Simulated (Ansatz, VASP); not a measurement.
## One calculation of TePb, two programs

File INCAR:

```
SYSTEM = TePb
PREC = Accurate ; ENCUT = 520
EDIFF = 1E-6 ; ISMEAR = 0
SIGMA = 0.020999999999999998 ; LREAL = .FALSE.
LASPH = .TRUE. ; NELM = 100
ALGO = Normal ; ISIF = 2
LWAVE = .FALSE. ; LCHARG = .TRUE.
GGA = PE ; LELF = .TRUE.
LVHAR = .TRUE. ; NBANDS = 17
```

Contents of KPOINTS:

```
Automatic mesh
0
G
  7 7 7
  0 0 0
```

The input POSCAR:

```
TePb
1.0
    4.0022870000      0.0000000000      0.0000000000
    0.0000000000      4.0022870000      0.0000000000
    0.0000000000      0.0000000000      4.0022870000
Pb Te
1 1
Direct
    0.0000000000      0.0000000000      0.0000000000
    0.5000000000      0.5000000000      0.5000000000
```

Contents of input.yaml:

```yaml
crystal:
  lattice:
    - [4.002287, 0.0, 0.0]
    - [0.0, 4.002287, 0.0]
    - [0.0, 0.0, 4.002287]
  atoms:
    - { symbol: Pb, position: [0.0, 0.0, 0.0] }
    - { symbol: Te, position: [0.5, 0.5, 0.5] }
hamiltonian:
  xc: pbe
  pseudopotentials: { kind: paw }
kpoints:
  mp_grid: { grid: [7, 7, 7] }
scf:
  occupations: { method: gaussian, width: 0.021 }
output:
  forces: true
  stress: true
  eigenvalues: true
```

Alike in both runs: task single point; functional PBE; k mesh 7 × 7 × 7; occupations gaussian, width 0.021 eV; no spin polarisation.

|  | VASP | Ansatz |
| --- | --- | --- |
| version | VASP 6.6.1 | Ansatz 0.2.0 |
| potentials or method | VASP PAW PBE potentials, release 64 (Pb_d, Te) | Ansatz PAW |
| plane-wave cutoff (eV) | 520 | 420 |
| valence electrons in the cell | 20 | 30 |

```tsv
	VASP	Ansatz	Ansatz less VASP
gap on the k mesh at the Fermi level (eV)	none	none	-
pressure (GPa)	0.1	0.1	+0.05
```

A gap of «none» marks a metal or a gap that the smearing closes. VASP's potentials hold 20 valence electrons a cell and Ansatz's 30, so a difference there can come from the potentials and not from the codes.

Spin-orbit coupling is off throughout.
